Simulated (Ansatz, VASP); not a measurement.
Sn: VASP beside Ansatz

The input INCAR:

```
SYSTEM = Sn
PREC     = Accurate       ! precision mode
ENCUT    = 400            ! plane-wave cutoff, eV
EDIFF    = 1E-8           ! SCF threshold, eV
ISMEAR   = -1             ! smearing method
SIGMA    = 0.05           ! smearing width, eV
LREAL    = .False.        ! projectors in reciprocal space
LASPH    = .True.         ! aspherical terms in the spheres
NELM     = 120            ! most SCF steps
ALGO     = Normal         ! electronic algorithm
ISIF     = 2              ! what is computed and relaxed
LWAVE    = .False.        ! write WAVECAR
LCHARG   = .False.        ! write CHGCAR
GGA      = CA             ! functional
LEFG     = .True.       
NBANDS   = 21             ! bands
GGA_COMPAT= .False.
```

Contents of KPOINTS:

```
regular mesh
0
Gamma
  15 15 15
  0 0 0
```

POSCAR

```
Sn
1.0
   -2.8568325061      2.8568325061      1.5584548677
    2.8568325061     -2.8568325061      1.5584548677
    2.8568325061      2.8568325061     -1.5584548677
Sn
2
Direct
    0.0000000000      0.0000000000      0.0000000000
    0.7500000000      0.2500000000      0.5000000000
```

Input for Ansatz:

```yaml
crystal:
  lattice:
    - [-2.8568325061, 2.8568325061, 1.5584548677]
    - [2.8568325061, -2.8568325061, 1.5584548677]
    - [2.8568325061, 2.8568325061, -1.5584548677]
  atoms:
    - { symbol: Sn, position: [0.0, 0.0, 0.0] }
    - { symbol: Sn, position: [0.75, 0.25, 0.5] }
kpoints:
  mp_grid: { grid: [15, 15, 15] }
scf:
  occupations: { method: fermi_dirac, width: 0.05 }
hamiltonian:
  xc: lda
  pseudopotentials: { kind: all_electron, datasets: crystal }
output:
  forces: true
  stress: true
  eigenvalues: true
  efg: { contact_densities: true }
```

Change from the starting cell: volume scaled by 0.9405, crystal datasets.

Alike in both runs: task electric field gradients; functional LDA; k mesh 15 × 15 × 15; occupations fermi-dirac, width 0.05 eV; no spin polarisation.

```csv
,VASP,Ansatz
version,VASP 6.6.1,Ansatz 0.2.0
potentials or method,"VASP PAW LDA potentials, release 64 (Sn_d), cutoff 400 eV","all-electron PAW with datasets made for the crystal, scalar-relativistic"
```

Ansatz gave:

| Property | Result |
| --- | --- |
| pressure (GPa) | 1.9 |
| traceless stress, the component that is largest in VASP (GPa) | -0.75 |
| size of Vzz on the site where it differs most (V/Å²) | 48.2 |

**Question.** Which values does VASP return?

**Answer.** Pressure (GPa): 1.9; traceless stress, the component that is largest in VASP (GPa): -0.74; size of Vzz on the site where it differs most (V/Å²): 47.7.

LDA's correlation is that of Perdew and Zunger in VASP and of Perdew and Wang (1992) in Ansatz. Ansatz ran all-electron here, and VASP with PAW potentials.
